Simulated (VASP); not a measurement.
Crystal: BaTe.

```
CELL_PARAMETERS angstrom
0.00000 3.41000 3.41000
3.41000 0.00000 3.41000
3.41000 3.41000 0.00000
ATOMIC_POSITIONS crystal
Ba 0.00000 0.00000 0.00000
Te 0.50000 0.50000 0.50000
```

Base run:

* Program: VASP 6.6.1
* Functional: PBE-based screened hybrid with 15 % exact exchange
* Potentials or basis: VASP PAW PBE potentials, release 64 (Ba_sv, Te)
* Cutoff: 520 eV
* k mesh: 4 × 4 × 4
* Occupations: fermi-dirac, width 0.05 eV
* Spin: no spin polarisation

Its results: band gap on the k mesh 1.75 eV (least direct gap 2.16 eV); pressure 4.1 GPa.

**Question.** The run is repeated on the same cell with these changes: functional from PBE-based screened hybrid with 15 % exact exchange to PBE-based screened hybrid with 5 % exact exchange; share of exact exchange from 0.15 to 0.05. What comes out?

**Answer.** Band gap on the k mesh 1.46 eV (least direct gap 1.85 eV); pressure 4.3 GPa.

Caveats: the cell stands under pressure; the PAW data sets were made with another functional, which shifts forces and pressure a little; spin-orbit coupling is left out, which moves the levels of the heavy elements.

A k mesh can miss the band edges.
